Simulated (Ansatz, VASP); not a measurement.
**One calculation of Bi2Te, two programs**

```
Bi Te
1.0
    -4.00791    4.00791    3.17432
     4.00791   -4.00791    3.17432
     4.00791    4.00791   -3.17432
Bi Te
4 2
Direct
  0.37500 0.70247 0.82747
  0.87500 0.54753 0.17253
  0.29753 0.12500 0.67253
  0.45247 0.62500 0.32747
  0.00000 0.00000 0.00000
  0.75000 0.25000 0.50000
```

Alike in both runs: task single point; functional PBE; k mesh 4 × 4 × 4; occupations gaussian, width 0.1 eV; no spin polarisation.

|  | VASP | Ansatz |
| --- | --- | --- |
| version | VASP 6.6.1 | Ansatz 0.2.0 |
| potentials or method | VASP PAW PBE potentials, release 64 (Bi_d, Te), cutoff 520 eV | scalar-relativistic, plane waves, PAW |
| valence electrons in the cell | 72 | 92 |

|  | VASP | Ansatz | Ansatz less VASP |
| --- | --- | --- | --- |
| gap on the k mesh at the Fermi level (eV) | none | none | - |
| pressure (GPa) | -0.2 | -0.2 | +0.05 |
| rms of the force components (eV/Å) | 0.038 | 0.038 | +0.0003 |

Atom by atom the forces differ by 0.000 eV/Å (rms over components). A gap of «none» marks a metal or a gap that the smearing closes. With one functional, cell and mesh, what is left measures potentials, basis and numerics. VASP's potentials hold 72 valence electrons a cell and Ansatz's 92, so a difference there can come from the potentials and not from the codes.

Neither program's run includes spin-orbit coupling.
